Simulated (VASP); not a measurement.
Set up this calculation in VASP 6.6.1, as the native input.

```yaml
Task: single point
Functional: PBEsol
Potentials_or_basis: VASP PAW PBE potentials, release 64 (La, As, Ru_pv, O)
Cutoff: 520 eV
k_mesh: 8 × 8 × 4
Occupations: gaussian, width 0.1 eV
Spin: no spin polarisation
Dipole_correction: no
Further_INCAR_settings: ALGO = Normal; EDIFF = 1e-06; NBANDS = 46
```

The structure of LaAsRuO lies in POSCAR:

```
LaAsRuO
1.0
    4.0885219570      0.0000000000      0.0000000000
    0.0000000000      4.0885219570      0.0000000000
    0.0000000000      0.0000000000      8.4369990989
La As Ru O
2 2 2 2
Direct
    0.5000000000      0.0000000000      0.1409647113
    0.0000000000      0.5000000000      0.8590352887
    0.5000000000      0.0000000000      0.6530590240
    0.0000000000      0.5000000000      0.3469409760
    0.0000000000      0.0000000000      0.5000000000
    0.5000000000      0.5000000000      0.5000000000
    0.0000000000      0.0000000000      0.0000000000
    0.5000000000      0.5000000000      0.0000000000
```

These files were run (other wordings do the same):

INCAR

```
ALGO = Normal ; EDIFF = 1E-6
ENCUT = 520 ; GGA = PS
ISIF = 2 ; ISMEAR = 0
LASPH = T ; LCHARG = F
LREAL = F ; LWAVE = F
NBANDS = 46 ; NELM = 60
PREC = Accurate ; SIGMA = 0.1
```

KPOINTS

```
k-points
0
Gamma
  8 8 4
```

Potentials or basis: VASP PAW PBE potentials, release 64 (La, As, Ru_pv, O).

Run with:

```console
$ cat potpaw_PBE.64/La/POTCAR potpaw_PBE.64/As/POTCAR potpaw_PBE.64/Ru_pv/POTCAR potpaw_PBE.64/O/POTCAR > POTCAR
$ mpirun -np 1 vasp_std > vasp.out
```

Results of the run:

| Item | Value |
| --- | --- |
| Pressure | 0.1 GPa |
| Largest force | 0.051 eV/Å |
| Band gap on the k mesh | zero (bands 36 and 37 overlap by 0.74 eV) |

Caveat: the PAW data sets were made with another functional, which shifts forces and pressure a little; spin-orbit coupling is left out, which moves the levels of the heavy elements.

Wall time 5.5 min on 1 thread of Intel(R) Xeon(R) Platinum 8375C CPU @ 2.90GHz (Ice Lake), with other jobs on the host, peak memory 0.44 GiB.
